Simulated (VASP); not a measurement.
# NaH in VASP: further runs

The runs below take NaH through single point, with PBE, r2SCAN.

Program: VASP 6.6.1. These are calculated values, not measurements. Logs are shortened: lines on timing, memory, paths and dates and some standing lists are left out, and cuts for length are marked.

## Step 1: The cell of the first run

The structure is cubic, space group F-43m (No. 216). The conventional cell has a = 4.924 Å, b = 4.924 Å, c = 4.924 Å, α = 90.00°, β = 90.00°, γ = 90.00°. Within 2.8 Å of Na (site symmetry -43m) lie 4 H at 2.13 Å. Within 2.8 Å of H (site symmetry -43m) lie 4 Na at 2.13 Å.

## Step 2: Single point, PBE (strain -5.2%)

INCAR reads:

```
SYSTEM = NaH
ALGO = Normal
EDIFF = 1E-6
ENCUT = 520
GGA = PE
ISIF = 2
ISMEAR = -1
LASPH = .True.
LCHARG = .False.
LREAL = .False.
LWAVE = .False.
NBANDS = 11
NELM = 80
PREC = Accurate
SIGMA = 0.02
```

KPOINTS reads:

```
k-points
0
Gamma
  8 8 8
  0 0 0
```

POSCAR reads:

```
NaH
1.0
    0.0000000000      2.4618811596      2.4618811596
    2.4618811596      0.0000000000      2.4618811596
    2.4618811596      2.4618811596      0.0000000000
Na H
1 1
Direct
    0.0000000000      0.0000000000      0.0000000000
    0.2500000000      0.2500000000      0.2500000000
```

Potentials or basis: VASP PAW PBE potentials, release 64 (Na_pv, H).

Run with:

```
> cat potpaw_PBE.64/Na_pv/POTCAR potpaw_PBE.64/H/POTCAR > POTCAR
> mpirun -np 1 vasp_std > vasp.out
```

OUTCAR:

```text
SYSTEM = NaH
   EDIFF = 1E-6
   ENCUT = 520
   GGA = PE
   ISIF = 2
   ISMEAR = -1
   LASPH = .True.
   LREAL = .False.
   NELM = 80
   PREC = Accurate

 ion  position               nearest neighbor table
   1  0.000  0.000  0.000-
   2  0.250  0.250  0.250-

  LATTYP: Found a face centered cubic cell.
 ALAT       =     4.9237623192

  Lattice vectors:

 A1 = (   0.0000000000,   2.4618811596,   2.4618811596)
 A2 = (   2.4618811596,   0.0000000000,   2.4618811596)
 A3 = (   2.4618811596,   2.4618811596,   0.0000000000)

Analysis of symmetry for initial positions (statically):
=====================================================================
 Subroutine PRICEL returns:
 Original cell was already a primitive cell.

 Routine SETGRP: Setting up the symmetry group for a
 face centered cubic supercell.

 Subroutine GETGRP returns: Found 24 space group operations
 (whereof 24 operations were pure point group operations)
 out of a pool of 48 trial point group operations.

The static configuration has the point symmetry T_d .

Analysis of symmetry for dynamics (positions and initial velocities):
=====================================================================
 Subroutine PRICEL returns:
 Original cell was already a primitive cell.

 Routine SETGRP: Setting up the symmetry group for a
 face centered cubic supercell.

 Subroutine GETGRP returns: Found 24 space group operations
 (whereof 24 operations were pure point group operations)
 out of a pool of 48 trial point group operations.

The dynamic configuration has the point symmetry T_d .

 Subroutine INISYM returns: Found 24 space group operations
 (whereof 24 operations are pure point group operations),
 and found     1 'primitive' translations

----------------------------------------------------------------------------------------

                                     Primitive cell

  volume of cell :      29.8422

  direct lattice vectors                    reciprocal lattice vectors
     0.000000000  2.461881160  2.461881160    -0.203096725  0.203096725  0.203096725
     2.461881160  0.000000000  2.461881160     0.203096725 -0.203096725  0.203096725
     2.461881160  2.461881160  0.000000000     0.203096725  0.203096725 -0.203096725

  length of vectors
     3.481625725  3.481625725  3.481625725     0.351773846  0.351773846  0.351773846

  position of ions in fractional coordinates (direct lattice)
     0.000000000  0.000000000  0.000000000
     0.250000000  0.250000000  0.250000000

  ion indices of the primitive-cell ions
   primitive index   ion index
                 1           1
                 2           2

----------------------------------------------------------------------------------------

 KPOINTS: k-points

Automatic generation of k-mesh.
 Grid dimensions read from file:
 generate k-points for:    8    8    8

 Generating k-lattice:

  Cartesian coordinates                     Fractional coordinates (reciprocal lattice)
    -0.025387091  0.025387091  0.025387091     0.125000000  0.000000000  0.000000000
     0.025387091 -0.025387091  0.025387091     0.000000000  0.125000000  0.000000000
     0.025387091  0.025387091 -0.025387091     0.000000000  0.000000000  0.125000000

  Length of vectors
     0.043971731  0.043971731  0.043971731

  Shift w.r.t. Gamma in fractional coordinates (k-lattice)
     0.000000000  0.000000000  0.000000000

 Subroutine IBZKPT returns following result:
 ===========================================

 Found     29 irreducible k-points:

 Following reciprocal coordinates:
            Coordinates               Weight
  0.000000  0.000000  0.000000      1.000000
  0.125000  0.000000  0.000000      8.000000
  0.250000  0.000000  0.000000      8.000000
  0.375000  0.000000  0.000000      8.000000
  0.500000  0.000000  0.000000      4.000000
  0.125000  0.125000  0.000000      6.000000
[... 16 lines left out ...]
  0.500000  0.250000  0.125000     48.000000
 -0.375000  0.250000  0.125000     24.000000
 [... further k-points ...]
   k-points           NKPTS =     29   k-points in BZ     NKDIM =     29   number of bands    NBANDS=     11
   number of dos      NEDOS =    301   number of ions     NIONS =      2
   total plane-waves  NPLWV =  21952
   dimension x,y,z NGX =    28 NGY =   28 NGZ =   28
   dimension x,y,z NGXF=    56 NGYF=   56 NGZF=   56
   ions per type =               1   1
   NGX,Y,Z   is equivalent  to a cutoff of  13.37, 13.37, 13.37 a.u.
   NGXF,Y,Z  is equivalent  to a cutoff of  26.74, 26.74, 26.74 a.u.
 SYSTEM =  NaH
   PREC   = accura    normal or accurate (medium, high low for compatibility)
   ISTART =      0    job   : 0-new  1-cont  2-samecut
   ICHARG =      2    charge: 1-file 2-atom 10-const
   ISPIN  =      1    spin polarized calculation?
   LNONCOLLINEAR =      F non collinear calculations
   LSORBIT =      F    spin-orbit coupling
   LASPH  =      T    aspherical Exc in radial PAW
   ENCUT  =  520.0 eV  38.22 Ry    6.18 a.u.   6.47  6.47  6.47*2*pi/ulx,y,z
   NELM   =     80;   NELMIN=  2; NELMDL= -5     # of ELM steps
   EDIFF  = 0.1E-05   stopping-criterion for ELM
   LREAL  =      F    real-space projection
   EDIFFG = 0.1E-04   stopping-criterion for IOM
   NSW    =      0    number of steps for IOM
   IBRION =     -1    ionic relax: 0-MD 1-quasi-New 2-CG
   NFREE  =      0    steps in history (QN), initial steepest desc. (CG)
   ISIF   =      2    stress and relaxation
   ISYM   =      2    0-nonsym 1-usesym 2-fastsym
   POTIM  = 0.5000    time-step for ionic-motion
   TEBEG  =    0.0;   TEEND  =   0.0 temperature during run
   PSTRESS=    0.0 pullay stress
   NELECT =       8.0000    total number of electrons
   NUPDOWN=      -1.0000    fix difference up-down
   EMIN   =  10.00;   EMAX   =-10.00  energy-range for DOS
   EFERMI =   0.00;   METHOD = LEGACY
   ISMEAR =    -1;   SIGMA  =   0.02  broadening in eV -4-tet -1-fermi 0-gaus
   EFERMI_NEDOS =   21; number of points for ismear=-14 and -15
   IALGO  =     38    algorithm
   IMIX   =      4    mixing-type and parameters
     AMIX     =   0.40;   BMIX     =  1.00
     AMIX_MAG =   1.60;   BMIX_MAG =  1.00
  volume/ion in A,a.u.               =      14.92       100.69
  Fermi-wavevector in a.u.,A,eV,Ry     =   1.055588  1.994772 15.160507  1.114266
  Thomas-Fermi vector in A             =   2.190792
   LORBIT       =      0    0 simple, 1 ext, 2 COOP (PROOUT), +10 PAW based schemes
   GGA     = PE    functional components
   LHFCALC =     F    Hartree Fock is set to
   AEXX    =    0.0000 exact exchange contribution
   IVDW    =     0    specifies the selected vdW correction
   LEPSILON=     F    determine dielectric tensor
   LRPA    =     F    only Hartree local field effects (RPA)
 non-spin polarized calculation
  energy-cutoff  :      520.00
  volume of cell :       29.84
 maximum number of plane-waves:       821
 NGX is ok and might be reduce to    28
   NGX = 13   NGY = 13   NGZ = 13

 number of electron       8.0000007 magnetization

 Free energy of the ion-electron system (eV)
  ---------------------------------------------------
  ext. energy  EPLUGINS =         0.00000000
  ---------------------------------------------------
  free energy    TOTEN  =        -4.92464870 eV

  energy without entropy =       -4.92464870  energy(sigma->0) =       -4.92464870

 E-fermi :  -0.9427     XC(G=0):  -7.3858

 val. band max:       -1.3973114428   @ k =  -0.2500   0.5000   0.2500
 cond. band min:       2.3339993328   @ k =   0.5000   0.0000   0.0000
 fundamental gap:      3.7313107756
 Fermi energy:        -0.9427309863

 k-point     1 :       0.0000    0.0000    0.0000
  band No.  band energies     occupation
      1     -23.1472      2.00000
      2     -23.1472      2.00000
      3     -23.1472      2.00000
      4      -4.6826      2.00000
      5       7.7071      0.00000
      6      12.9301      0.00000
      7      12.9301      0.00000
      8      12.9301      0.00000
      9      16.2193      0.00000
     10      16.2193      0.00000
     11      16.2193      0.00000

 k-point     2 :       0.1250    0.0000    0.0000
  band No.  band energies     occupation
      1     -23.1599      2.00000
      2     -23.1488      2.00000
      3     -23.1488      2.00000
      4      -4.4325      2.00000
      5       6.8765      0.00000
      6      12.2648      0.00000
      7      12.6991      0.00000
      8      12.6991      0.00000
      9      16.6631      0.00000
     10      16.6631      0.00000
     11      16.7518      0.00000

 k-point     3 :       0.2500    0.0000    0.0000
  band No.  band energies     occupation
      1     -23.1900      2.00000
      2     -23.1526      2.00000
      3     -23.1526      2.00000
      4      -3.7303      2.00000
      5       5.0542      0.00000
      6      11.2312      0.00000
      7      12.3511      0.00000
      8      12.3511      0.00000
      9      15.6966      0.00000
     10      15.6966      0.00000
     11      16.9721      0.00000

 k-point     4 :       0.3750    0.0000    0.0000
  band No.  band energies     occupation
      1     -23.2198      2.00000
      2     -23.1564      2.00000
      3     -23.1564      2.00000
      4      -2.7771      2.00000
      5       3.2161      0.00000
      6      10.5821      0.00000
      7      12.1713      0.00000
      8      12.1713      0.00000
      9      14.6088      0.00000
     10      14.6088      0.00000
     11      16.1713      0.00000

 k-point     5 :       0.5000    0.0000    0.0000
  band No.  band energies     occupation
      1     -23.2320      2.00000
      2     -23.1579      2.00000
      3     -23.1579      2.00000
      4      -2.2155      2.00000
      5       2.3340      0.00000
      6      10.3755      0.00000
      7      12.1380      0.00000
      8      12.1380      0.00000
      9      14.2036      0.00000
     10      14.2036      0.00000
     11      15.8092      0.00000
[... 211 lines left out ...]
 k-point    21 :       0.5000    0.5000    0.0000
  band No.  band energies     occupation
      1     -23.2287      2.00000
      2     -23.1758      2.00000
      3     -23.1758      2.00000
      4      -1.4888      2.00000
      5       3.8671      0.00000
      6       6.4985      0.00000
      7       9.2060      0.00000
      8       9.2060      0.00000
      9      12.3620      0.00000
     10      21.7997      0.00000
     11      24.1017      0.00000

 k-point    22 :       0.3750    0.2500    0.1250
  band No.  band energies     occupation
      1     -23.1979      2.00000
      2     -23.1673      2.00000
      3     -23.1575      2.00000
      4      -3.1543      2.00000
      5       4.7075      0.00000
      6       8.7273      0.00000
      7      10.6992      0.00000
      8      12.5979      0.00000
      9      15.4131      0.00000
     10      15.9641      0.00000
     11      17.9328      0.00000

 k-point    23 :       0.5000    0.2500    0.1250
  band No.  band energies     occupation
      1     -23.2136      2.00000
      2     -23.1766      2.00000
      3     -23.1621      2.00000
      4      -2.3123      2.00000
      5       3.6411      0.00000
      6       7.5066      0.00000
      7       9.6736      0.00000
      8      13.0103      0.00000
      9      14.6745      0.00000
     10      17.3095      0.00000
     11      18.2100      0.00000

 k-point    24 :      -0.3750    0.2500    0.1250
  band No.  band energies     occupation
      1     -23.2202      2.00000
      2     -23.1798      2.00000
      3     -23.1645      2.00000
      4      -1.8484      2.00000
      5       3.0508      0.00000
      6       7.1607      0.00000
      7       9.2653      0.00000
      8      13.2615      0.00000
      9      14.1193      0.00000
     10      18.0952      0.00000
     11      19.5778      0.00000

 [... further k-points ...]

------------------------ aborting loop because EDIFF is reached ----------------------------------------

  FORCE on cell =-STRESS in cart. coord.  units (eV):
  Direction    XX          YY          ZZ          XY          YZ          ZX
  --------------------------------------------------------------------------------------
  -------------------------------------------------------------------------------------
  Total        0.7716808      0.7716808      0.7716808      0.0000000      0.0000000      0.0000000
  in kB       41.4302011     41.4302011     41.4302011      0.0000000      0.0000000      0.0000000
  external PRESSURE =      41.4302011 kB  Pullay stress =       0.0000000 kB

 VOLUME and BASIS-vectors are now :
 -----------------------------------------------------------------------------
  energy-cutoff  :      520.00
  volume of cell :       29.84
      direct lattice vectors                 reciprocal lattice vectors
     0.000000000  2.461881160  2.461881160    -0.203096725  0.203096725  0.203096725
     2.461881160  0.000000000  2.461881160     0.203096725 -0.203096725  0.203096725
     2.461881160  2.461881160  0.000000000     0.203096725  0.203096725 -0.203096725

 POSITION                                       TOTAL-FORCE (eV/Angst)
 -----------------------------------------------------------------------------------
      0.00000      0.00000      0.00000         0.000000      0.000000      0.000000
      1.23094      1.23094      1.23094        -0.000000     -0.000000     -0.000000
 -----------------------------------------------------------------------------------
    total drift:                                0.000000      0.000000      0.000000

  FREE ENERGIE OF THE ION-ELECTRON SYSTEM (eV)
  ---------------------------------------------------
  free  energy   TOTEN  =        -4.9246487017 eV

  energy  without entropy=       -4.9246487017  energy(sigma->0) =       -4.92464870
```

Run time: 19 s. Hardware: 1 thread of Oxide Virtual Turin-like, shared host; peak memory 0.11 GiB.

Results:

- Free energy: -4.9246 eV
- Pressure: 4.1 GPa
- Band gap on the k mesh: 3.73 eV, indirect (least direct gap 4.55 eV)

Caveat: the cell differs from its parent crystal (strain -5.2%). A k mesh can miss the band edges.

## Step 3: Single point, r2SCAN (strain -5.2%)

POSCAR is that of step 2.

INCAR.step1 reads:

```
SYSTEM = NaH
ALGO = Normal ; EDIFF = 1E-4
ENCUT = 520 ; GGA = PE
ISMEAR = 0 ; LASPH = .TRUE.
LCHARG = .FALSE. ; LREAL = .FALSE.
LWAVE = .TRUE. ; NBANDS = 11
NELM = 80 ; PREC = Accurate
SIGMA = 0.01
```

INCAR.step2 reads:

```
SYSTEM = NaH
ALGO = Normal ; EDIFF = 1E-6
ENCUT = 520 ; ISIF = 2
ISMEAR = 0 ; ISTART = 1
LASPH = .TRUE. ; LCHARG = .TRUE.
LELF = .TRUE. ; LMIXTAU = .TRUE.
LREAL = .FALSE. ; LVHAR = .TRUE.
LWAVE = .FALSE. ; METAGGA = R2SCAN
NBANDS = 11 ; NELM = 80
PREC = Accurate ; SIGMA = 0.01
```

KPOINTS reads:

```
k-points
0
G
  8 8 8
  0 0 0
```

Potentials or basis: VASP PAW PBE potentials, release 64 (Na_pv, H).

Run with:

```
> cat potpaw_PBE.64/Na_pv/POTCAR potpaw_PBE.64/H/POTCAR > POTCAR
> cp INCAR.step1 INCAR
> mpirun -np 1 vasp_std > vasp.out
> cp INCAR.step2 INCAR
> mpirun -np 1 vasp_std > vasp.out
```

It took 85 s on 1 thread of Oxide Virtual Turin-like, shared host; peak memory 0.12 GiB.

It converged, with:

```yaml
Free_energy: -7.4084 eV
Pressure: 3.7 GPa
Band_gap_on_the_k_mesh: 4.19 eV, indirect (least direct gap 4.99 eV)
```

Levels at points of the mesh, in eV from the valence-band top:
```
           k point  band 1  band 2  band 3  band 4  band 5  band 6  band 7  band 8  band 9
(0.00, 0.00, 0.00)  -22.52  -22.52  -22.52   -3.24    9.76   14.81   14.81   14.81   18.76
(0.50, 0.00, 0.00)  -22.60  -22.53  -22.53   -0.80    4.19   12.67   14.08   14.08   16.56
(0.50, 0.50, 0.00)  -22.60  -22.55  -22.55   -0.08    5.79    8.36   11.26   11.26   14.94
```

Caveat: the cell differs from its parent crystal (strain -5.2%); the PAW data sets were made with another functional, which shifts forces and pressure a little. A k mesh can miss the band edges.

## Step 4: Single point, PBE (strain along [111] +2.6%)

INCAR reads:

```
SYSTEM = NaH
  PREC = Accurate
  ENCUT = 520
  EDIFF = 1E-7
  ISMEAR = -1
  SIGMA = 0.02
  LREAL = .False.
  LASPH = .True.
  NELM = 100
  ALGO = Normal
  ISIF = 2
  LWAVE = .False.
  LCHARG = .False.
  GGA = PE
  NBANDS = 11
```

KPOINTS reads:

```
Automatic mesh
0
Gamma
  8 8 8
  0 0 0
```

POSCAR reads:

```
NaH
1.0
    0.0443207860      2.6412418404      2.6412418404
    2.6412418404      0.0443207860      2.6412418404
    2.6412418404      2.6412418404      0.0443207860
Na H
1 1
Direct
    0.0014455409      0.0014455409      0.0014455409
    0.2485544591      0.2485544591      0.2485544591
```

Run with:

```
> cat potpaw_PBE.64/Na_pv/POTCAR potpaw_PBE.64/H/POTCAR > POTCAR
> mpirun -np 1 vasp_std > vasp.out
```

Wall time 33 s (1 thread of Oxide Virtual Turin-like, shared host); peak memory 0.13 GiB.

Results (log left out):

* Free energy: -4.9889 eV
* Pressure: -0.2 GPa
* Band gap on the k mesh: 3.47 eV, indirect (least direct gap 4.24 eV)

Stress tensor (GPa, compression positive):
```
-0.22 -0.24 -0.24
-0.24 -0.22 -0.24
-0.24 -0.24 -0.22
```

Levels at points of the mesh, in eV from the valence-band top:
```tsv
k point	band 1	band 2	band 3	band 4	band 5	band 6	band 7	band 8	band 9
(0.00, 0.00, 0.00)	-22.04	-22.04	-22.04	-2.78	8.08	12.86	13.34	13.34	15.40
(0.50, 0.00, 0.00)	-22.08	-22.05	-22.04	-0.66	3.63	10.47	12.27	12.50	13.78
(0.50, 0.50, 0.00)	-22.08	-22.05	-22.05	-0.08	5.00	7.38	9.44	9.80	12.14
(0.50, 0.50, 0.50)	-22.08	-22.04	-22.04	-0.77	3.47	10.60	12.65	12.65	14.21
```

Caveat: the cell differs from its parent crystal (strain along [111] +2.6%). A k mesh can miss the band edges.

## Step 5: Single point, r2SCAN (strain along [111] +2.6%)

POSCAR is that of step 4.

INCAR.step1 reads:

```
  PREC = Accurate
  ENCUT = 520
  ISMEAR = 0
  SIGMA = 0.01
  LREAL = False
  LASPH = True
  NELM = 100
  NBANDS = 11
  GGA = PE
  ALGO = Normal
  EDIFF = 1E-4
  LWAVE = True
  LCHARG = False
```

INCAR.step2 reads:

```
  PREC = Accurate
  ENCUT = 520
  EDIFF = 1E-6
  ISMEAR = 0
  SIGMA = 0.01
  LREAL = False
  LASPH = True
  NELM = 100
  ALGO = Normal
  ISIF = 2
  LWAVE = False
  LCHARG = True
  METAGGA = R2SCAN
  LMIXTAU = True
  LELF = True
  LVHAR = True
  NBANDS = 11
  ISTART = 1
```

KPOINTS reads:

```
Automatic mesh
0
Gamma
  8 8 8
```

Run with:

```
> cat potpaw_PBE.64/Na_pv/POTCAR potpaw_PBE.64/H/POTCAR > POTCAR
> cp INCAR.step1 INCAR
> mpirun -np 1 vasp_std > vasp.out
> cp INCAR.step2 INCAR
> mpirun -np 1 vasp_std > vasp.out
```

Wall time 2.5 min (1 thread of Oxide Virtual Turin-like, shared host); peak memory 0.13 GiB.

It converged, with:

| Item | Value |
| --- | --- |
| Free energy | -7.4561 eV |
| Pressure | -0.6 GPa |
| Band gap on the k mesh | 3.91 eV, indirect (least direct gap 4.67 eV) |

Stress tensor (GPa, compression positive):
```
-0.56 -0.26 -0.26
-0.26 -0.56 -0.26
-0.26 -0.26 -0.56
```

Levels at points of the mesh, in eV from the valence-band top:
```csv
k point,band 1,band 2,band 3,band 4,band 5,band 6,band 7,band 8
"(0.00, 0.00, 0.00)",-22.83,-22.83,-22.83,-2.73,8.70,13.33,13.82,13.82
"(0.50, 0.00, 0.00)",-22.87,-22.84,-22.83,-0.65,4.07,11.33,12.81,13.05
"(0.50, 0.50, 0.00)",-22.87,-22.84,-22.84,-0.07,5.51,7.82,10.05,10.42
"(0.50, 0.50, 0.50)",-22.87,-22.83,-22.83,-0.76,3.91,11.47,13.20,13.20
```

Caveat: the cell differs from its parent crystal (strain along [111] +2.6%); the PAW data sets were made with another functional, which shifts forces and pressure a little.

## Step 6: The runs side by side

| level | cell | smearing | gap on the mesh (eV) | pressure (GPa) |
| --- | --- | --- | --- | --- |
| PBE | a = 3.482 Å, angles 60.0°, 2 atoms | fermi-dirac 0.02 eV | 3.73 | 4.1 |
| r2SCAN | a = 3.482 Å, angles 60.0°, 2 atoms | gaussian 0.01 eV | 4.19 | 3.7 |
| PBE | a = 3.736 Å, angles 58.9°, 2 atoms | fermi-dirac 0.02 eV | 3.47 | -0.2 |
| r2SCAN | a = 3.736 Å, angles 58.9°, 2 atoms | gaussian 0.01 eV | 3.91 | -0.6 |

Alike in all rows: task single point; potentials or basis VASP PAW PBE potentials, release 64 (Na_pv, H); no spin polarisation; k mesh 8 × 8 × 8; cutoff (eV) 520.

Caveats: the PAW data sets were made with another functional, which shifts forces and pressure a little (some runs).

Total energies depend on the potentials used, so only differences within one code and one set of settings carry meaning.
